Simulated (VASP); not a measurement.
# ZrB2 (P6/mmm) in VASP: a series of runs

ZrB2 is run at these levels: PBE, LDA, r2SCAN; tasks: electric field gradients.

All numbers are computed with VASP 6.6.1; they aren't measurements. Logs are shortened: lines on timing, memory, paths and dates and some standing lists are left out, and cuts for length are marked.

### 1 The cell of the first run

Symmetry: P6/mmm, No. 191, hexagonal system. Conventional cell: a = 3.170 Å, b = 3.170 Å, c = 3.533 Å, α = 90.00°, β = 90.00°, γ = 120.00°. Within 3.4 Å of Zr (site symmetry 6/mmm) lie 12 B at 2.54 Å and 6 Zr at 3.17 Å. Within 2.4 Å of B (site symmetry -6m2) lie 3 B at 1.83 Å.

### 2 Electric field gradients, PBE

File INCAR:

```
SYSTEM = ZrB2
ALGO = Normal ; EDIFF = 1E-8
ENCUT = 520 ; GGA = PE
ISIF = 2 ; ISMEAR = -1
LASPH = .TRUE. ; LCHARG = .FALSE.
LEFG = .TRUE. ; LREAL = .FALSE.
LWAVE = .FALSE. ; NBANDS = 16
NELM = 100 ; PREC = Accurate
SIGMA = 0.05
```

File KPOINTS:

```
k-points
0
G
  16 16 12
  0 0 0
```

File POSCAR:

```
ZrB2
1.0
    3.1700000000      0.0000000000      0.0000000000
   -1.5850000000      2.7453005300      0.0000000000
    0.0000000000      0.0000000000      3.5330000000
Zr B
1 2
Direct
    0.0000000000      0.0000000000      0.0000000000
    0.3333333333      0.6666666667      0.5000000000
    0.6666666667      0.3333333333      0.5000000000
```

Potentials or basis: VASP PAW PBE potentials, release 64 (Zr_sv, B).

Launch:

```console
$ cat potpaw_PBE.64/Zr_sv/POTCAR potpaw_PBE.64/B/POTCAR > POTCAR
$ mpirun -np 1 vasp_std > vasp.out
```

OUTCAR:

```text
SYSTEM = ZrB2
   EDIFF = 1E-8
   ENCUT = 520
   GGA = PE
   ISIF = 2
   ISMEAR = -1
   LASPH = .TRUE.
   LREAL = .FALSE.
   NELM = 100
   PREC = Accurate

 ion  position               nearest neighbor table
   1  0.000  0.000  0.000-   2 2.54   3 2.54   2 2.54   3 2.54   3 2.54   3 2.54   2 2.54   2 2.54
                             3 2.54   3 2.54   2 2.54   2 2.54
   2  0.333  0.667  0.500-   3 1.83   3 1.83   3 1.83   1 2.54   1 2.54   1 2.54   1 2.54   1 2.54
                             1 2.54
   3  0.667  0.333  0.500-   2 1.83   2 1.83   2 1.83   1 2.54   1 2.54   1 2.54   1 2.54   1 2.54
                             1 2.54

  LATTYP: Found a hexagonal cell.
 ALAT       =     3.1700000000
 C/A-ratio  =     1.1145110410

  Lattice vectors:

 A1 = (   3.1700000000,   0.0000000000,   0.0000000000)
 A2 = (  -1.5850000000,   2.7453005300,   0.0000000000)
 A3 = (   0.0000000000,   0.0000000000,   3.5330000000)

Analysis of symmetry for initial positions (statically):
=====================================================================
 Subroutine PRICEL returns:
 Original cell was already a primitive cell.

 Routine SETGRP: Setting up the symmetry group for a
 hexagonal supercell.

 Subroutine GETGRP returns: Found 24 space group operations
 (whereof 24 operations were pure point group operations)
 out of a pool of 24 trial point group operations.

The static configuration has the point symmetry D_6h.

Analysis of symmetry for dynamics (positions and initial velocities):
=====================================================================
 Subroutine PRICEL returns:
 Original cell was already a primitive cell.

 Routine SETGRP: Setting up the symmetry group for a
 hexagonal supercell.

 Subroutine GETGRP returns: Found 24 space group operations
 (whereof 24 operations were pure point group operations)
 out of a pool of 24 trial point group operations.

The dynamic configuration has the point symmetry D_6h.

 Subroutine INISYM returns: Found 24 space group operations
 (whereof 24 operations are pure point group operations),
 and found     1 'primitive' translations

----------------------------------------------------------------------------------------

                                     Primitive cell

  volume of cell :      30.7463

  direct lattice vectors                    reciprocal lattice vectors
     3.170000000  0.000000000  0.000000000     0.315457413  0.182129422  0.000000000
    -1.585000000  2.745300530  0.000000000     0.000000000  0.364258845  0.000000000
     0.000000000  0.000000000  3.533000000     0.000000000  0.000000000  0.283045570

  length of vectors
     3.170000000  3.170000000  3.533000000     0.364258845  0.364258845  0.283045570

  position of ions in fractional coordinates (direct lattice)
     0.000000000  0.000000000  0.000000000
     0.333333333  0.666666667  0.500000000
     0.666666667  0.333333333  0.500000000

  ion indices of the primitive-cell ions
   primitive index   ion index
                 1           1
                 2           2
                 3           3

----------------------------------------------------------------------------------------

 KPOINTS: k-points

Automatic generation of k-mesh.
 Grid dimensions read from file:
 generate k-points for:   16   16   12

 Generating k-lattice:

  Cartesian coordinates                     Fractional coordinates (reciprocal lattice)
     0.019716088  0.011383089  0.000000000     0.062500000  0.000000000  0.000000000
     0.000000000  0.022766178  0.000000000     0.000000000  0.062500000  0.000000000
     0.000000000  0.000000000  0.023587131     0.000000000  0.000000000  0.083333333

  Length of vectors
     0.022766178  0.022766178  0.023587131

  Shift w.r.t. Gamma in fractional coordinates (k-lattice)
     0.000000000  0.000000000  0.000000000

 Subroutine IBZKPT returns following result:
 ===========================================

 Found    210 irreducible k-points:

 Following reciprocal coordinates:
            Coordinates               Weight
  0.000000  0.000000  0.000000      1.000000
  0.062500  0.000000  0.000000      6.000000
  0.125000  0.000000  0.000000      6.000000
  0.187500  0.000000  0.000000      6.000000
  0.250000  0.000000  0.000000      6.000000
  0.312500  0.000000  0.000000      6.000000
[... 16 lines left out ...]
  0.187500  0.187500  0.000000      6.000000
  0.250000  0.187500  0.000000     12.000000
 [... further k-points ...]
   k-points           NKPTS =    210   k-points in BZ     NKDIM =    210   number of bands    NBANDS=     16
   number of dos      NEDOS =    301   number of ions     NIONS =      3
   total plane-waves  NPLWV =  16128
   dimension x,y,z NGX =    24 NGY =   24 NGZ =   28
   dimension x,y,z NGXF=    48 NGYF=   48 NGZF=   56
   ions per type =               1   2
   NGX,Y,Z   is equivalent  to a cutoff of  12.59, 12.59, 13.18 a.u.
   NGXF,Y,Z  is equivalent  to a cutoff of  25.17, 25.17, 26.35 a.u.
 SYSTEM =  ZrB2
   PREC   = accura    normal or accurate (medium, high low for compatibility)
   ISTART =      0    job   : 0-new  1-cont  2-samecut
   ICHARG =      2    charge: 1-file 2-atom 10-const
   ISPIN  =      1    spin polarized calculation?
   LNONCOLLINEAR =      F non collinear calculations
   LSORBIT =      F    spin-orbit coupling
   LASPH  =      T    aspherical Exc in radial PAW
   ENCUT  =  520.0 eV  38.22 Ry    6.18 a.u.   5.89  5.89  6.57*2*pi/ulx,y,z
   NELM   =    100;   NELMIN=  2; NELMDL= -5     # of ELM steps
   EDIFF  = 0.1E-07   stopping-criterion for ELM
   LREAL  =      F    real-space projection
   EDIFFG = 0.1E-06   stopping-criterion for IOM
   NSW    =      0    number of steps for IOM
   IBRION =     -1    ionic relax: 0-MD 1-quasi-New 2-CG
   NFREE  =      0    steps in history (QN), initial steepest desc. (CG)
   ISIF   =      2    stress and relaxation
   ISYM   =      2    0-nonsym 1-usesym 2-fastsym
   POTIM  = 0.5000    time-step for ionic-motion
   TEBEG  =    0.0;   TEEND  =   0.0 temperature during run
   PSTRESS=    0.0 pullay stress
   NELECT =      18.0000    total number of electrons
   NUPDOWN=      -1.0000    fix difference up-down
   EMIN   =  10.00;   EMAX   =-10.00  energy-range for DOS
   EFERMI =   0.00;   METHOD = LEGACY
   ISMEAR =    -1;   SIGMA  =   0.05  broadening in eV -4-tet -1-fermi 0-gaus
   EFERMI_NEDOS =   21; number of points for ismear=-14 and -15
   IALGO  =     38    algorithm
   IMIX   =      4    mixing-type and parameters
     AMIX     =   0.40;   BMIX     =  1.00
     AMIX_MAG =   1.60;   BMIX_MAG =  1.00
  volume/ion in A,a.u.               =      10.25        69.16
  Fermi-wavevector in a.u.,A,eV,Ry     =   1.369519  2.588016 25.518847  1.875582
  Thomas-Fermi vector in A             =   2.495387
   LORBIT       =      0    0 simple, 1 ext, 2 COOP (PROOUT), +10 PAW based schemes
   GGA     = PE    functional components
   LHFCALC =     F    Hartree Fock is set to
   AEXX    =    0.0000 exact exchange contribution
   IVDW    =     0    specifies the selected vdW correction
   LEPSILON=     F    determine dielectric tensor
   LRPA    =     F    only Hartree local field effects (RPA)
 non-spin polarized calculation
  energy-cutoff  :      520.00
  volume of cell :       30.75
 maximum number of plane-waves:       844
 NGX is ok and might be reduce to    24
   NGX = 11   NGY = 11   NGZ = 13

 number of electron      18.0000000 magnetization

 Free energy of the ion-electron system (eV)
  ---------------------------------------------------
  ext. energy  EPLUGINS =         0.00000000
  ---------------------------------------------------
  free energy    TOTEN  =       -24.97945262 eV

  energy without entropy =      -24.97722125  energy(sigma->0) =      -24.97833694

 E-fermi :  10.5495     XC(G=0): -12.4434

 val. band max:       10.5349414789   @ k =   0.1875   0.1875   0.0833
 cond. band min:      10.5858816502   @ k =   0.0625   0.0625   0.4167
 fundamental gap:      0.0509401713
 Fermi energy:        10.5494571692

 k-point     1 :       0.0000    0.0000    0.0000
  band No.  band energies     occupation
      1     -38.1041      2.00000
      2     -16.2918      2.00000
      3     -15.7373      2.00000
      4     -15.7373      2.00000
      5      -2.2050      2.00000
      6       7.8950      2.00000
[... 8 lines left out ...]
     15      15.6692      0.00000
     16      15.6692      0.00000
[... 419 lines left out ...]
 k-point    24 :       0.2500    0.1875    0.0000
  band No.  band energies     occupation
      1     -38.0013      2.00000
      2     -16.4669      2.00000
      3     -16.1381      2.00000
      4     -16.0439      2.00000
      5       0.3129      2.00000
      6       4.0993      2.00000
[... 8 lines left out ...]
     15      18.0301      0.00000
     16      20.0728      0.00000

 [... further k-points ...]
[... 5 lines left out ...]
  --------------------------------------------------------------------------------------
  -------------------------------------------------------------------------------------
  Total        0.1264148      0.1264148      0.2651386      0.0000000      0.0000000      0.0000000
  in kB        6.5874255      6.5874255     13.8162700      0.0000000      0.0000000      0.0000000
  external PRESSURE =       8.9970403 kB  Pullay stress =       0.0000000 kB

 VOLUME and BASIS-vectors are now :
 -----------------------------------------------------------------------------
  energy-cutoff  :      520.00
  volume of cell :       30.75
      direct lattice vectors                 reciprocal lattice vectors
     3.170000000  0.000000000  0.000000000     0.315457413  0.182129422  0.000000000
    -1.585000000  2.745300530  0.000000000     0.000000000  0.364258845  0.000000000
     0.000000000  0.000000000  3.533000000     0.000000000  0.000000000  0.283045570

 POSITION                                       TOTAL-FORCE (eV/Angst)
 -----------------------------------------------------------------------------------
      0.00000      0.00000      0.00000         0.000000      0.000000      0.000000
     -0.00000      1.83020      1.76650        -0.000000      0.000000      0.000000
      1.58500      0.91510      1.76650         0.000000     -0.000000      0.000000
 -----------------------------------------------------------------------------------
    total drift:                               -0.000000      0.000000     -0.000000

  FREE ENERGIE OF THE ION-ELECTRON SYSTEM (eV)
  ---------------------------------------------------
  free  energy   TOTEN  =       -24.9794526240 eV

  energy  without entropy=      -24.9772212536  energy(sigma->0) =      -24.97833694

 Electric field gradients (V/A^2)
---------------------------------------------------------------------
 ion       V_xx      V_yy      V_zz      V_xy      V_xz      V_yz
---------------------------------------------------------------------
   1     -20.851   -20.851    41.702    -0.000     0.000    -0.000
   2      -0.929    -0.929     1.858    -0.000     0.000    -0.000
   3      -0.929    -0.929     1.858    -0.000    -0.000     0.000
---------------------------------------------------------------------

 Electric field gradients after diagonalization (V/A^2)
 (convention: |V_zz| > |V_xx| > |V_yy|)
----------------------------------------------------------------------
 ion       V_xx      V_yy      V_zz     asymmetry (V_yy - V_xx)/ V_zz
----------------------------------------------------------------------
   1     -20.851   -20.851    41.702       0.000
   2      -0.929    -0.929     1.858       0.000
   3      -0.929    -0.929     1.858       0.000
----------------------------------------------------------------------

           NMR quadrupolar parameters

 Cq : quadrupolar parameter    Cq=e*Q*V_zz/h
 eta: asymmetry parameters     (V_yy - V_xx)/ V_zz
 Q  : nuclear electric quadrupole moment in mb (millibarn)
----------------------------------------------------------------------
 ion       Cq(MHz)       eta       Q (mb)
----------------------------------------------------------------------
   1       0.101       0.000       1.000
   2       0.004       0.000       1.000
   3       0.004       0.000       1.000
----------------------------------------------------------------------
```

Wall time 47 s (1 thread of Intel Xeon 6975P-C, shared host); peak memory 0.22 GiB.

What came out:

* Free energy: -24.9795 eV
* Pressure: 0.9 GPa
* Band gap on the k mesh: zero (band 9 reaches 11.29 eV, above the bottom of band 10 at 10.13 eV)

Electric field gradients, principal values (V/Å²):
```csv
atom,least,middle,greatest (by size)
1 Zr,-20.851,-20.851,41.702
2 B,-0.929,-0.929,1.858
3 B,-0.929,-0.929,1.858
```

Caveat: without QUAD_EFG the Cq values of the log hold for a quadrupole moment of 1 mb, not for the nuclei.

### 3 Electric field gradients, LDA

File INCAR:

```
SYSTEM = ZrB2
PREC     = Accurate       ! precision mode
ENCUT    = 520            ! plane-wave cutoff, eV
EDIFF    = 1E-8           ! SCF threshold, eV
ISMEAR   = -1             ! smearing method
SIGMA    = 0.05           ! smearing width, eV
LREAL    = .FALSE.        ! projectors in reciprocal space
LASPH    = .TRUE.         ! aspherical terms in the spheres
NELM     = 100            ! most SCF steps
ALGO     = Normal         ! electronic algorithm
ISIF     = 2              ! what is computed and relaxed
LWAVE    = .FALSE.        ! write WAVECAR
LCHARG   = .FALSE.        ! write CHGCAR
GGA      = CA             ! functional
LEFG     = .TRUE.       
NBANDS   = 16             ! bands
```

File KPOINTS:

```
Automatic mesh
0
G
  17 17 13
  0 0 0
```

POSCAR is that of step 2.

Potentials or basis: VASP PAW LDA potentials, release 64 (Zr_sv, B).

Launch:

```console
$ cat potpaw_LDA.64/Zr_sv/POTCAR potpaw_LDA.64/B/POTCAR > POTCAR
$ mpirun -np 1 vasp_std > vasp.out
```

OUTCAR:

```text
SYSTEM = ZrB2
   PREC = Accurate
   ENCUT = 520
   EDIFF = 1E-8
   ISMEAR = -1
   LREAL = .FALSE.
   LASPH = .TRUE.
   NELM = 100
   ISIF = 2
   GGA = CA

 ion  position               nearest neighbor table
   1  0.000  0.000  0.000-   2 2.54   3 2.54   2 2.54   3 2.54   3 2.54   3 2.54   2 2.54   2 2.54
                             3 2.54   3 2.54   2 2.54   2 2.54
   2  0.333  0.667  0.500-   3 1.83   3 1.83   3 1.83   1 2.54   1 2.54   1 2.54   1 2.54   1 2.54
                             1 2.54
   3  0.667  0.333  0.500-   2 1.83   2 1.83   2 1.83   1 2.54   1 2.54   1 2.54   1 2.54   1 2.54
                             1 2.54

  LATTYP: Found a hexagonal cell.
 ALAT       =     3.1700000000
 C/A-ratio  =     1.1145110410

  Lattice vectors:

 A1 = (   3.1700000000,   0.0000000000,   0.0000000000)
 A2 = (  -1.5850000000,   2.7453005300,   0.0000000000)
 A3 = (   0.0000000000,   0.0000000000,   3.5330000000)

Analysis of symmetry for initial positions (statically):
=====================================================================
 Subroutine PRICEL returns:
 Original cell was already a primitive cell.

 Routine SETGRP: Setting up the symmetry group for a
 hexagonal supercell.

 Subroutine GETGRP returns: Found 24 space group operations
 (whereof 24 operations were pure point group operations)
 out of a pool of 24 trial point group operations.

The static configuration has the point symmetry D_6h.

Analysis of symmetry for dynamics (positions and initial velocities):
=====================================================================
 Subroutine PRICEL returns:
 Original cell was already a primitive cell.

 Routine SETGRP: Setting up the symmetry group for a
[... 167 lines left out ...]
      3     -15.6608      2.00000
      4     -15.6608      2.00000
      5      -2.1025      2.00000
      6       7.8356      2.00000
[... 433 lines left out ...]
      3     -16.1101      2.00000
      4     -15.8705      2.00000
      5      -0.4147      2.00000
      6       4.9534      2.00000
[... 8 lines left out ...]
     15      17.6947      0.00000
     16      19.1598      0.00000

 [... further k-points ...]
[... 5 lines left out ...]
  --------------------------------------------------------------------------------------
  -------------------------------------------------------------------------------------
  Total       -1.6324490     -1.6324490     -1.5537157      0.0000000      0.0000000      0.0000000
  in kB      -85.0662740    -85.0662740    -80.9635134      0.0000000      0.0000000      0.0000000
  external PRESSURE =     -83.6986871 kB  Pullay stress =       0.0000000 kB

 VOLUME and BASIS-vectors are now :
 -----------------------------------------------------------------------------
  energy-cutoff  :      520.00
  volume of cell :       30.75
      direct lattice vectors                 reciprocal lattice vectors
     3.170000000  0.000000000  0.000000000     0.315457413  0.182129422  0.000000000
    -1.585000000  2.745300530  0.000000000     0.000000000  0.364258845  0.000000000
     0.000000000  0.000000000  3.533000000     0.000000000  0.000000000  0.283045570

 POSITION                                       TOTAL-FORCE (eV/Angst)
 -----------------------------------------------------------------------------------
      0.00000      0.00000      0.00000         0.000000     -0.000000      0.000000
     -0.00000      1.83020      1.76650        -0.000000      0.000000      0.000000
      1.58500      0.91510      1.76650         0.000000     -0.000000      0.000000
 -----------------------------------------------------------------------------------
    total drift:                               -0.000000      0.000000     -0.000000

  FREE ENERGIE OF THE ION-ELECTRON SYSTEM (eV)
  ---------------------------------------------------
  free  energy   TOTEN  =       -27.4570262424 eV

  energy  without entropy=      -27.4553152568  energy(sigma->0) =      -27.45617075

 Electric field gradients (V/A^2)
---------------------------------------------------------------------
 ion       V_xx      V_yy      V_zz      V_xy      V_xz      V_yz
---------------------------------------------------------------------
   1     -22.838   -22.838    45.676    -0.000    -0.000     0.000
   2      -0.966    -0.966     1.933    -0.000     0.000    -0.000
   3      -0.966    -0.966     1.933    -0.000     0.000    -0.000
---------------------------------------------------------------------

 Electric field gradients after diagonalization (V/A^2)
 (convention: |V_zz| > |V_xx| > |V_yy|)
----------------------------------------------------------------------
 ion       V_xx      V_yy      V_zz     asymmetry (V_yy - V_xx)/ V_zz
----------------------------------------------------------------------
   1     -22.838   -22.838    45.676       0.000
   2      -0.966    -0.966     1.933       0.000
   3      -0.966    -0.966     1.933       0.000
----------------------------------------------------------------------

           NMR quadrupolar parameters

 Cq : quadrupolar parameter    Cq=e*Q*V_zz/h
 eta: asymmetry parameters     (V_yy - V_xx)/ V_zz
 Q  : nuclear electric quadrupole moment in mb (millibarn)
----------------------------------------------------------------------
 ion       Cq(MHz)       eta       Q (mb)
----------------------------------------------------------------------
   1       0.110       0.000       1.000
   2       0.005       0.000       1.000
   3       0.005       0.000       1.000
----------------------------------------------------------------------
```

Wall time 42 s (1 thread of Intel Xeon 6975P-C, shared host); peak memory 0.22 GiB.

Results:

```
Free energy            : -27.4570 eV
Pressure               : -8.4 GPa
Band gap on the k mesh : zero (band 9 reaches 11.09 eV, above the bottom of band 10 at 9.89 eV)
```

Electric field gradients, principal values (V/Å²):
```csv
atom,least,middle,greatest (by size)
1 Zr,-22.838,-22.838,45.676
2 B,-0.966,-0.966,1.933
3 B,-0.966,-0.966,1.933
```

Caveat: without QUAD_EFG the Cq values of the log hold for a quadrupole moment of 1 mb, not for the nuclei.

(Part 1 of 2 ends here.)
